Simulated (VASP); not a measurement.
A run of VASP 6.6.1:

File INCAR:

```
PREC = Accurate
ENCUT = 600
EDIFF = 1E-6
ISMEAR = -1
SIGMA = 0.02
LREAL = F
LASPH = T
NELM = 120
ALGO = Normal
ISIF = 2
LWAVE = F
LCHARG = T
GGA = PS
IVDW = 12
LELF = T
LVHAR = T
NBANDS = 16
GGA_COMPAT = F
```

The input KPOINTS:

```
regular mesh
0
Gamma
  4 4 4
```

Contents of POSCAR:

```
Mg2Sn
1.0
    0.0000000000      3.3799352825      3.3799352825
    3.3799352825      0.0000000000      3.3799352825
    3.3799352825      3.3799352825      0.0000000000
Sn Mg
1 2
Direct
    0.0000000000      0.0000000000      0.0000000000
    0.2500000000      0.2500000000      0.2500000000
    0.7500000000      0.7500000000      0.7500000000
```

Potentials or basis: VASP PAW PBE potentials, release 64 (Sn_d, Mg).

Command:

```sh
$ cat potpaw_PBE.64/Sn_d/POTCAR potpaw_PBE.64/Mg/POTCAR > POTCAR
$ mpirun -np 1 vasp_std > vasp.out
```

Hardware: 1 thread of Intel Xeon 8259CL (shared host).

Question: How long does it take, and how much memory?

Answer: It took 35 s on 1 thread of Intel Xeon 8259CL (shared host), peak memory 0.24 GiB. Counts: scf iterations 14, k points 8.
